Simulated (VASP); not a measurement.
# As (Cmmm) in VASP: notebook

As is run at these levels: PBEsol; tasks: single point.

Everything below comes from runs of VASP 6.6.1. Logs are shortened: lines on timing, memory, paths and dates and some standing lists are left out, and cuts for length are marked.

### Step 1. The cell of the first run

The structure is orthorhombic, space group Cmmm (No. 65). The conventional cell has a = 3.747 Å, b = 3.900 Å, c = 2.704 Å, α = 90.00°, β = 90.00°, γ = 90.00°. As (site symmetry mmm) has 6 As at 2.70 Å within 3.6 Å.

### Step 2. Single point, PBEsol (strain -0.0400 x Voigt [0, 0, 0, 0, 1, 0])

INCAR reads:

```
ALGO = Normal
EDIFF = 1E-6
ENCUT = 520
GGA = PS
ISIF = 2
ISMEAR = 0
LASPH = T
LCHARG = T
LELF = T
LREAL = F
LVHAR = T
LWAVE = F
NBANDS = 8
NELM = 100
PREC = Accurate
SIGMA = 0.15
```

KPOINTS reads:

```
k-points
0
Gamma
  18 18 18
```

POSCAR reads:

```
As
1.0
    2.7036817444      0.0000000000     -0.0540736349
    0.0000000000      2.7036817444      0.0000000000
   -0.0540736349      0.0000000000      2.7036817444
As
1
Direct
    0.5000000000      0.5000000000      0.5000000000
```

Potentials or basis: VASP PAW PBE potentials, release 64 (As).

Started as:

```console
$ cat potpaw_PBE.64/As/POTCAR > POTCAR
$ mpirun -np 1 vasp_std > vasp.out
```

OUTCAR:

```text
EDIFF = 1E-6
   ENCUT = 520
   GGA = PS
   ISIF = 2
   ISMEAR = 0
   LASPH = T
   LREAL = F
   NELM = 100
   PREC = Accurate

 ion  position               nearest neighbor table
   1  0.500  0.500  0.500-

  LATTYP: Found a base centered orthorhombic cell.
 ALAT       =     3.7471117234
 B/A-ratio  =     1.0408163265
 C/A-ratio  =     0.7215375318

  Lattice vectors:

 A1 = (  -0.0540736349,   0.0000000000,   2.7036817444)
 A2 = (   2.7036817444,   0.0000000000,  -0.0540736349)
 A3 = (   0.0000000000,   2.7036817444,   0.0000000000)

Analysis of symmetry for initial positions (statically):
=====================================================================
 Subroutine PRICEL returns:
 Original cell was already a primitive cell.

 Routine SETGRP: Setting up the symmetry group for a
 base centered orthorhombic supercell.

 Subroutine GETGRP returns: Found  8 space group operations
 (whereof  8 operations were pure point group operations)
 out of a pool of  8 trial point group operations.

The static configuration has the point symmetry D_2h.

Analysis of symmetry for dynamics (positions and initial velocities):
=====================================================================
 Subroutine PRICEL returns:
 Original cell was already a primitive cell.

 Routine SETGRP: Setting up the symmetry group for a
 base centered orthorhombic supercell.

 Subroutine GETGRP returns: Found  8 space group operations
 (whereof  8 operations were pure point group operations)
 out of a pool of  8 trial point group operations.

The dynamic configuration has the point symmetry D_2h.

 Subroutine INISYM returns: Found  8 space group operations
 (whereof  8 operations are pure point group operations),
 and found     1 'primitive' translations

----------------------------------------------------------------------------------------

                                     Primitive cell

  volume of cell :      19.7557

  direct lattice vectors                    reciprocal lattice vectors
     2.703681744  0.000000000 -0.054073635     0.370014023  0.000000000  0.007400280
     0.000000000  2.703681744  0.000000000     0.000000000  0.369866018  0.000000000
    -0.054073635  0.000000000  2.703681744     0.007400280  0.000000000  0.370014023

  length of vectors
     2.704222427  2.703681744  2.704222427     0.370088019  0.369866018  0.370088019

  position of ions in fractional coordinates (direct lattice)
     0.500000000  0.500000000  0.500000000

  ion indices of the primitive-cell ions
   primitive index   ion index
                 1           1

----------------------------------------------------------------------------------------

 KPOINTS: k-points

Automatic generation of k-mesh.
 Grid dimensions read from file:
 generate k-points for:   18   18   18

 Generating k-lattice:

  Cartesian coordinates                     Fractional coordinates (reciprocal lattice)
     0.020556335  0.000000000  0.000411127     0.055555556  0.000000000  0.000000000
     0.000000000  0.020548112  0.000000000     0.000000000  0.055555556  0.000000000
     0.000411127  0.000000000  0.020556335     0.000000000  0.000000000  0.055555556

  Length of vectors
     0.020560445  0.020548112  0.020560445

  Shift w.r.t. Gamma in fractional coordinates (k-lattice)
     0.000000000  0.000000000  0.000000000

 Subroutine IBZKPT returns following result:
 ===========================================

 Found    910 irreducible k-points:

 Following reciprocal coordinates:
            Coordinates               Weight
  0.000000  0.000000  0.000000      1.000000
  0.055556  0.000000  0.000000      4.000000
  0.111111  0.000000  0.000000      4.000000
  0.166667  0.000000  0.000000      4.000000
  0.222222  0.000000  0.000000      4.000000
  0.277778  0.000000 -0.000000      4.000000
[... 16 lines left out ...]
  0.111111  0.111111  0.000000      8.000000
  0.166667  0.111111  0.000000      8.000000
 [... further k-points ...]
   k-points           NKPTS =    910   k-points in BZ     NKDIM =    910   number of bands    NBANDS=      8
   number of dos      NEDOS =    301   number of ions     NIONS =      1
   total plane-waves  NPLWV =   8000
   dimension x,y,z NGX =    20 NGY =   20 NGZ =   20
   dimension x,y,z NGXF=    40 NGYF=   40 NGZF=   40
   ions per type =               1
   NGX,Y,Z   is equivalent  to a cutoff of  12.30, 12.30, 12.30 a.u.
   NGXF,Y,Z  is equivalent  to a cutoff of  24.59, 24.60, 24.59 a.u.
 SYSTEM =  unknown system
   PREC   = accura    normal or accurate (medium, high low for compatibility)
   ISTART =      0    job   : 0-new  1-cont  2-samecut
   ICHARG =      2    charge: 1-file 2-atom 10-const
   ISPIN  =      1    spin polarized calculation?
   LNONCOLLINEAR =      F non collinear calculations
   LSORBIT =      F    spin-orbit coupling
   LASPH  =      T    aspherical Exc in radial PAW
   ENCUT  =  520.0 eV  38.22 Ry    6.18 a.u.   5.03  5.03  5.03*2*pi/ulx,y,z
   NELM   =    100;   NELMIN=  2; NELMDL= -5     # of ELM steps
   EDIFF  = 0.1E-05   stopping-criterion for ELM
   LREAL  =      F    real-space projection
   EDIFFG = 0.1E-04   stopping-criterion for IOM
   NSW    =      0    number of steps for IOM
   IBRION =     -1    ionic relax: 0-MD 1-quasi-New 2-CG
   NFREE  =      0    steps in history (QN), initial steepest desc. (CG)
   ISIF   =      2    stress and relaxation
   ISYM   =      2    0-nonsym 1-usesym 2-fastsym
   POTIM  = 0.5000    time-step for ionic-motion
   TEBEG  =    0.0;   TEEND  =   0.0 temperature during run
   PSTRESS=    0.0 pullay stress
   NELECT =       5.0000    total number of electrons
   NUPDOWN=      -1.0000    fix difference up-down
   EMIN   =  10.00;   EMAX   =-10.00  energy-range for DOS
   EFERMI =   0.00;   METHOD = LEGACY
   ISMEAR =     0;   SIGMA  =   0.15  broadening in eV -4-tet -1-fermi 0-gaus
   EFERMI_NEDOS =   21; number of points for ismear=-14 and -15
   IALGO  =     38    algorithm
   IMIX   =      4    mixing-type and parameters
     AMIX     =   0.40;   BMIX     =  1.00
     AMIX_MAG =   1.60;   BMIX_MAG =  1.00
  volume/ion in A,a.u.               =      19.76       133.32
  Fermi-wavevector in a.u.,A,eV,Ry     =   1.035541  1.956888 14.590134  1.072345
  Thomas-Fermi vector in A             =   2.169889
   LORBIT       =      0    0 simple, 1 ext, 2 COOP (PROOUT), +10 PAW based schemes
   GGA     = PS    functional components
   LHFCALC =     F    Hartree Fock is set to
   AEXX    =    0.0000 exact exchange contribution
   IVDW    =     0    specifies the selected vdW correction
   LEPSILON=     F    determine dielectric tensor
   LRPA    =     F    only Hartree local field effects (RPA)
 non-spin polarized calculation
 Gauss-broadening in eV      SIGMA  =   0.15
  energy-cutoff  :      520.00
  volume of cell :       19.76
 maximum number of plane-waves:       544
   NGX = 11   NGY = 11   NGZ = 11

 number of electron       5.0000002 magnetization

 Free energy of the ion-electron system (eV)
  ---------------------------------------------------
  ext. energy  EPLUGINS =         0.00000000
  ---------------------------------------------------
  free energy    TOTEN  =        -5.03273579 eV

  energy without entropy =       -5.02790961  energy(sigma->0) =       -5.03032270

 E-fermi :   5.8663     XC(G=0): -10.5608

 val. band max:        5.8585177962   @ k =  -0.2778   0.3889   0.2778
 cond. band min:       5.8713966936   @ k =   0.3889   0.3333   0.3889
 fundamental gap:      0.0128788974
 Fermi energy:         5.8663281868

 k-point     1 :       0.0000    0.0000    0.0000
  band No.  band energies     occupation
      1      -9.1819      2.00000
      2       9.8528      0.00000
      3       9.9576      0.00000
      4      10.0938      0.00000
      5      14.3154      0.00000
      6      14.3382      0.00000
      7      16.2189      0.00000
      8      30.4671      0.00000

 k-point     2 :       0.0556    0.0000    0.0000
  band No.  band energies     occupation
      1      -9.1247      2.00000
      2       9.1557      0.00000
      3      10.0081      0.00000
      4      10.0355      0.00000
      5      14.3727      0.00000
      6      14.9370      0.00000
      7      16.5704      0.00000
      8      29.2565      0.00000

 k-point     3 :       0.1111    0.0000    0.0000
  band No.  band energies     occupation
      1      -8.9542      2.00000
      2       7.5759      0.00000
      3      10.1576      0.00000
      4      10.1697      0.00000
      5      14.5272      0.00000
      6      15.6073      0.00000
      7      17.9364      0.00000
      8      27.5985      0.00000

 k-point     4 :       0.1667    0.0000    0.0000
  band No.  band energies     occupation
      1      -8.6730      2.00000
      2       5.8547      1.08760
      3      10.3995      0.00000
      4      10.4019      0.00000
      5      14.7803      0.00000
      6      16.0328      0.00000
      7      19.9353      0.00000
      8      26.0085      0.00000

 k-point     5 :       0.2222    0.0000    0.0000
  band No.  band energies     occupation
      1      -8.2872      2.00000
      2       4.1773      2.00000
      3      10.7126      0.00000
      4      10.7212      0.00000
      5      15.1245      0.00000
      6      16.4789      0.00000
      7      21.9617      0.00000
      8      24.5871      0.00000
[... 177 lines left out ...]
 k-point    22 :       0.0556    0.1111    0.0000
  band No.  band energies     occupation
      1      -8.8974      2.00000
      2       7.6129      0.00000
      3       9.3726      0.00000
      4      10.2354      0.00000
      5      14.9229      0.00000
      6      16.1301      0.00000
      7      17.9917      0.00000
      8      27.0269      0.00000

 k-point    23 :       0.1111    0.1111    0.0000
  band No.  band energies     occupation
      1      -8.7268      2.00000
      2       7.6068      0.00000
      3       7.9672      0.00000
      4      10.3691      0.00000
      5      15.2542      0.00000
      6      17.5248      0.00000
      7      18.3852      0.00000
      8      25.4079      0.00000

 k-point    24 :       0.1667    0.1111    0.0000
  band No.  band energies     occupation
      1      -8.4457      2.00000
      2       6.0525      0.07917
      3       8.0617      0.00000
      4      10.6009      0.00000
      5      15.5605      0.00000
      6      18.1175      0.00000
      7      19.9813      0.00000
      8      23.9174      0.00000

 [... further k-points ...]
[... 5 lines left out ...]
  --------------------------------------------------------------------------------------
  -------------------------------------------------------------------------------------
  Total       -0.0997935     -0.1137743     -0.0997935      0.0000000      0.0000000      0.1207267
  in kB       -8.0931958     -9.2270268     -8.0931958      0.0000000      0.0000000      9.7908647
  external PRESSURE =      -8.4711395 kB  Pullay stress =       0.0000000 kB

 VOLUME and BASIS-vectors are now :
 -----------------------------------------------------------------------------
  energy-cutoff  :      520.00
  volume of cell :       19.76
      direct lattice vectors                 reciprocal lattice vectors
     2.703681744  0.000000000 -0.054073635     0.370014023  0.000000000  0.007400280
     0.000000000  2.703681744  0.000000000     0.000000000  0.369866018  0.000000000
    -0.054073635  0.000000000  2.703681744     0.007400280  0.000000000  0.370014023

 POSITION                                       TOTAL-FORCE (eV/Angst)
 -----------------------------------------------------------------------------------
      1.32480      1.35184      1.32480        -0.000000      0.000000      0.000000
 -----------------------------------------------------------------------------------
    total drift:                                0.000000      0.000000      0.000000

  FREE ENERGIE OF THE ION-ELECTRON SYSTEM (eV)
  ---------------------------------------------------
  free  energy   TOTEN  =        -5.0327357945 eV

  energy  without entropy=       -5.0279096082  energy(sigma->0) =       -5.03032270
```

Wall time 1.9 min (1 thread of Intel Xeon 8259CL, shared host); peak memory 0.24 GiB.

Results:

| Property | Result |
| --- | --- |
| Free energy | -5.0327 eV |
| Pressure | -0.8 GPa |

Caveat: the cell differs from its parent crystal (strain -0.0400 x Voigt [0, 0, 0, 0, 1, 0]); the PAW data sets were made with another functional, which shifts forces and pressure a little.

### Step 3. Single point, PBEsol (strain +0.0300 x Voigt [0, 0, 0, 0, 1, 0])

INCAR reads:

```
  ALGO = Normal
  EDIFF = 1E-6
  ENCUT = 520
  GGA = PS
  ISIF = 2
  ISMEAR = 0
  LASPH = T
  LCHARG = F
  LREAL = F
  LWAVE = F
  NBANDS = 8
  NELM = 60
  PREC = Accurate
  SIGMA = 0.15
```

KPOINTS is that of step 2.

POSCAR reads:

```
As
1.0
    2.7036817444      0.0000000000      0.0405552262
    0.0000000000      2.7036817444      0.0000000000
    0.0405552262      0.0000000000      2.7036817444
As
1
Direct
    0.5000000000      0.5000000000      0.5000000000
```

Potentials or basis: VASP PAW PBE potentials, release 64 (As).

Started as:

```console
$ cat potpaw_PBE.64/As/POTCAR > POTCAR
$ mpirun -np 1 vasp_std > vasp.out
```

Wall time 97 s (1 thread of Intel Xeon 8259CL, shared host); peak memory 0.24 GiB.

The run converged. Its results:

* Free energy: -5.0338 eV
* Pressure: -0.8 GPa

Stress tensor (GPa, compression positive):
```
-0.81  0.00 -0.74
 0.00 -0.92  0.00
-0.74  0.00 -0.81
```

Levels at points of the mesh, in eV from the Fermi level:
| k point | band 1 | band 2 | band 3 | band 4 | band 5 | band 6 | band 7 |
| --- | --- | --- | --- | --- | --- | --- | --- |
| (0.00, 0.00, 0.00) | -15.05 | 4.01 | 4.09 | 4.19 | 8.45 | 8.46 | 10.35 |
| (0.50, 0.00, 0.00) | -11.89 | -7.02 | 6.36 | 6.40 | 11.12 | 13.97 | 14.28 |
| (0.00, 0.50, 0.00) | -11.89 | -7.03 | 6.31 | 6.50 | 11.17 | 13.94 | 14.61 |
| (0.50, 0.50, 0.00) | -8.60 | -4.33 | -4.33 | 2.35 | 8.53 | 16.22 | 17.36 |
| (0.50, 0.00, 0.50) | -8.61 | -4.54 | -4.10 | 2.37 | 8.56 | 16.42 | 17.21 |
| (0.50, 0.50, 0.50) | -4.99 | -2.08 | -1.88 | -1.65 | 5.59 | 5.85 | 6.09 |

Caveat: the cell differs from its parent crystal (strain +0.0300 x Voigt [0, 0, 0, 0, 1, 0]); the PAW data sets were made with another functional, which shifts forces and pressure a little.

### Step 4. Single point, PBEsol (strain -0.0200 x Voigt [0, 0, 0, 0, 1, 0])

INCAR reads:

```
ALGO     = Normal         # electronic algorithm
EDIFF    = 1E-6           # SCF threshold, eV
ENCUT    = 520            # plane-wave cutoff, eV
GGA      = PS             # functional
ISIF     = 2              # what is computed and relaxed
ISMEAR   = 0              # smearing method
LASPH    = T              # aspherical terms in the spheres
LCHARG   = F              # write CHGCAR
LREAL    = F              # projectors in reciprocal space
LWAVE    = F              # write WAVECAR
NBANDS   = 8              # bands
NELM     = 60             # most SCF steps
PREC     = Accurate       # precision mode
SIGMA    = 0.15           # smearing width, eV
```

KPOINTS is that of step 3.

POSCAR reads:

```
As
1.0
    2.7036817444      0.0000000000     -0.0270368174
    0.0000000000      2.7036817444      0.0000000000
   -0.0270368174      0.0000000000      2.7036817444
As
1
Direct
    0.5000000000      0.5000000000      0.5000000000
```

Started as:

```console
$ cat potpaw_PBE.64/As/POTCAR > POTCAR
$ mpirun -np 1 vasp_std > vasp.out
```

It took 99 s on 1 thread of Intel Xeon 8259CL, shared host; peak memory 0.25 GiB.

It converged, with:

```
Free energy : -5.0345 eV
Pressure    : -0.8 GPa
```

Stress tensor (GPa, compression positive):
```
-0.82  0.00  0.50
 0.00 -0.89  0.00
 0.50  0.00 -0.82
```

Levels at points of the mesh, in eV from the Fermi level:
```tsv
k point	band 1	band 2	band 3	band 4	band 5	band 6	band 7
(0.00, 0.00, 0.00)	-15.05	4.03	4.09	4.15	8.44	8.45	10.34
(0.50, 0.00, 0.00)	-11.89	-7.03	6.38	6.39	11.14	13.95	14.40
(0.00, 0.50, 0.00)	-11.90	-7.03	6.33	6.46	11.16	13.93	14.62
(0.50, 0.50, 0.00)	-8.61	-4.33	-4.33	2.35	8.55	16.33	17.39
(0.50, 0.00, 0.50)	-8.61	-4.48	-4.18	2.36	8.56	16.43	17.27
(0.50, 0.50, 0.50)	-4.99	-2.01	-1.88	-1.73	5.67	5.84	6.00
```

Caveat: the cell differs from its parent crystal (strain -0.0200 x Voigt [0, 0, 0, 0, 1, 0]); the PAW data sets were made with another functional, which shifts forces and pressure a little.

### Step 5. The runs side by side

| cell | gap on the mesh (eV) | pressure (GPa) |
| --- | --- | --- |
| a = 2.704 Å, angles 90.0, 92.3, 90.0°, 1 atom | none | -0.8 |
| a = 2.704 Å, angles 90.0, 88.3, 90.0°, 1 atom | none | -0.8 |
| a = 2.704 Å, angles 90.0, 91.1, 90.0°, 1 atom | none | -0.8 |

Alike in all rows: task single point; level PBEsol; potentials or basis VASP PAW PBE potentials, release 64 (As); no spin polarisation; k mesh 18 × 18 × 18; cutoff (eV) 520; smearing gaussian 0.15 eV.

Caveats: the PAW data sets were made with another functional, which shifts forces and pressure a little.

Absolute energies hang on the potentials; compare differences alone.
